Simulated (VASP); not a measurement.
Input of a VASP 6.6.1 run:

POSCAR

```
InAs
1.0
    0.0000000000      2.8773040000      2.8773040000
    2.8773040000      0.0000000000      2.8773040000
    2.8773040000      2.8773040000      0.0000000000
In As
1 1
Direct
    0.5000000000      0.5000000000      0.5000000000
    0.0000000000      0.0000000000      0.0000000000
```

INCAR.step1

```
PREC     = Accurate       # precision mode
ENCUT    = 550            # plane-wave cutoff, eV
ISMEAR   = -1             # smearing method
SIGMA    = 0.1            # smearing width, eV
LREAL    = False          # projectors in reciprocal space
LASPH    = True           # aspherical terms in the spheres
NELM     = 120            # most SCF steps
NBANDS   = 16             # bands
GGA      = PE             # functional
ALGO     = Normal         # electronic algorithm
EDIFF    = 1E-5           # SCF threshold, eV
LWAVE    = True           # write WAVECAR
LCHARG   = False          # write CHGCAR
GGA_COMPAT= False
```

INCAR.step2

```
PREC     = Accurate       # precision mode
ENCUT    = 550            # plane-wave cutoff, eV
EDIFF    = 1E-6           # SCF threshold, eV
ISMEAR   = -1             # smearing method
SIGMA    = 0.1            # smearing width, eV
LREAL    = False          # projectors in reciprocal space
LASPH    = True           # aspherical terms in the spheres
NELM     = 120            # most SCF steps
ALGO     = Normal         # electronic algorithm
ISIF     = 2              # what is computed and relaxed
LWAVE    = False          # write WAVECAR
LCHARG   = False          # write CHGCAR
METAGGA  = R2SCAN         # meta-GGA
LMIXTAU  = True         
NBANDS   = 16             # bands
ISTART   = 1            
GGA_COMPAT= False
```

Contents of KPOINTS:

```
regular mesh
0
Gamma
  5 5 5
```

Potentials or basis: VASP PAW PBE potentials, release 64 (In_d, As).

Command:

```bash
$ cat potpaw_PBE.64/In_d/POTCAR potpaw_PBE.64/As/POTCAR > POTCAR
$ cp INCAR.step1 INCAR
$ mpirun -np 1 vasp_std > vasp.out
$ cp INCAR.step2 INCAR
$ mpirun -np 1 vasp_std > vasp.out
```

(1) What does it give for the band gap on the k mesh?

(2) What does it give for the pressure?

Results:

(1) zero (band 9 reaches 6.08 eV, above the bottom of band 10 at 3.65 eV).

(2) -1.9 GPa.

Caveat: the k points lie up to 0.38 Å⁻¹ apart; the PAW data sets were made with another functional, which shifts forces and pressure a little; spin-orbit coupling is left out, which moves the levels of the heavy elements.
